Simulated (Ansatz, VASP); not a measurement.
## Two plane-wave programs on In

INCAR

```
SYSTEM = In
ALGO = Normal
EDIFF = 1E-6
ENCUT = 520
GGA = RE
ISIF = 2
ISMEAR = -1
LASPH = .TRUE.
LCHARG = .TRUE.
LELF = .TRUE.
LREAL = .FALSE.
LVHAR = .TRUE.
LWAVE = .FALSE.
NBANDS = 12
NELM = 60
PREC = Accurate
SIGMA = 0.1
```

File KPOINTS:

```
k-points
0
G
  13 13 13
  0 0 0
```

The input POSCAR:

```
In
1.0
    0.0000000000      2.5147442098      2.5147442098
    2.5147442098      0.0000000000      2.5147442098
    2.5147442098      2.5147442098      0.0000000000
In
1
Direct
    0.0000000000      0.0000000000      0.0000000000
```

Input for Ansatz:

```yaml
crystal:
  lattice:
    - [0.0, 2.5147442098, 2.5147442098]
    - [2.5147442098, 0.0, 2.5147442098]
    - [2.5147442098, 2.5147442098, 0.0]
  atoms:
    - { symbol: In, position: [0.0, 0.0, 0.0] }
hamiltonian:
  xc: revpbe
  pseudopotentials:
    kind: paw
    azcp:
      In: "pseudopotentials/In.paw.azcp"
basis:
  ecutwfc: 420
  fft_grid_basis: typed
kpoints:
  mp_grid: { grid: [13, 13, 13], shift: [0, 0, 0] }
magnetization:
  spin_polarized: false
scf:
  occupations: { method: fermi_dirac, width: 0.1 }
  lower_state_search: "off"
output:
  stress: true
```

Alike in both runs: task single point; functional revPBE; k mesh 13 × 13 × 13; occupations fermi-dirac, width 0.1 eV; no spin polarisation.

|  | VASP | Ansatz |
| --- | --- | --- |
| version | VASP 6.6.1 | Ansatz 0.2.0 |
| potentials or method | VASP PAW PBE potentials, release 64 (In_d), cutoff 520 eV | plane waves (420 eV) with PAW, scalar-relativistic |
| valence electrons in the cell | 13 | 13 |

|  | VASP | Ansatz | Ansatz less VASP |
| --- | --- | --- | --- |
| pressure (GPa) | -2.7 | -2.6 | +0.04 |

VASP's potentials were made for PBE, not for revPBE.
